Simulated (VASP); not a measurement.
Wanted: the native input for a VASP 6.6.1 run.

```
Task                   : single point
Functional             : PBE
Potentials or basis    : VASP PAW PBE potentials, release 64 (Re)
Cutoff                 : 520 eV
k mesh                 : 11 × 11 × 6
Occupations            : gaussian, width 0.025 eV
Spin                   : no spin polarisation
Dipole correction      : no
Further INCAR settings : ALGO = Fast; EDIFF = 1e-06; NBANDS = 14
```

The structure of Re lies in POSCAR:

```
Re
1.0
    2.7608000000      0.0000000000      0.0000000000
   -1.3804000000      2.3909229348      0.0000000000
    0.0000000000      0.0000000000      4.4582000000
Re
2
Direct
    0.6666666667      0.3333333333      0.7500000000
    0.3333333333      0.6666666667      0.2500000000
```

These files were run (other wordings do the same):

INCAR

```
PREC = Accurate
ENCUT = 520
EDIFF = 1E-6
ISMEAR = 0
SIGMA = 0.025
LREAL = False
LASPH = True
NELM = 80
ALGO = Fast
ISIF = 2
LWAVE = False
LCHARG = False
GGA = PE
NBANDS = 14
```

KPOINTS

```
regular mesh
0
Gamma
  11 11 6
```

Potentials or basis: VASP PAW PBE potentials, release 64 (Re).

Launch:

```bash
$ cat potpaw_PBE.64/Re/POTCAR > POTCAR
$ mpirun -np 1 vasp_std > vasp.out
```

It gave:

* Pressure: 5.5 GPa
* Band gap on the k mesh: zero (bands 7 and 8 overlap by 3.05 eV)

Caveat: the cell stands under pressure; spin-orbit coupling is left out, which moves the levels of the heavy elements.

Run time: 13 s on 1 thread of Intel(R) Xeon(R) 6975P-C (Granite Rapids) (shared host), peak memory 0.16 GiB.
